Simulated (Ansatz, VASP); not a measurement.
Two plane-wave programs on GaN

```
CELL_PARAMETERS angstrom
3.21843 -0.08046 0.00000
-1.67890 2.82747 0.00000
0.00000 0.00000 5.24303
ATOMIC_POSITIONS crystal
Ga 0.33333 0.66667 0.99913
Ga 0.66667 0.33333 0.49913
N 0.33333 0.66667 0.37587
N 0.66667 0.33333 0.87587
```

Change from the starting cell: strain -0.0500 x Voigt [0, 0, 0, 0, 0, 1], atoms carried along.

Alike in both runs: task single point; functional PBE; k mesh 12 × 12 × 6; occupations gaussian, width 0.05 eV; no spin polarisation.

|  | VASP | Ansatz |
| --- | --- | --- |
| version | VASP 6.6.1 | Ansatz 0.2.0 |
| potentials or method | VASP PAW PBE potentials, release 64 (Ga_d, N), cutoff 520 eV | scalar-relativistic, plane waves, PAW |
| valence electrons in the cell | 36 | 36 |

VASP gave:

* gap on the k mesh at the Fermi level (eV): 1.59
* least direct gap on the mesh (eV): 1.59
* pressure (GPa): 0.5
* traceless stress, the component that is largest in VASP (GPa): 7.11
* rms of the force components (eV/Å): 0.222

Q: Estimate Ansatz's values.

A: gap on the k mesh at the Fermi level (eV): 1.59; least direct gap on the mesh (eV): 1.59; pressure (GPa): 0.4; traceless stress, the component that is largest in VASP (GPa): 7.13; rms of the force components (eV/Å): 0.225.

Atom by atom the forces differ by 0.004 eV/Å (rms over components). The functional is the same, so the differences come from potentials, cutoffs and numerics.
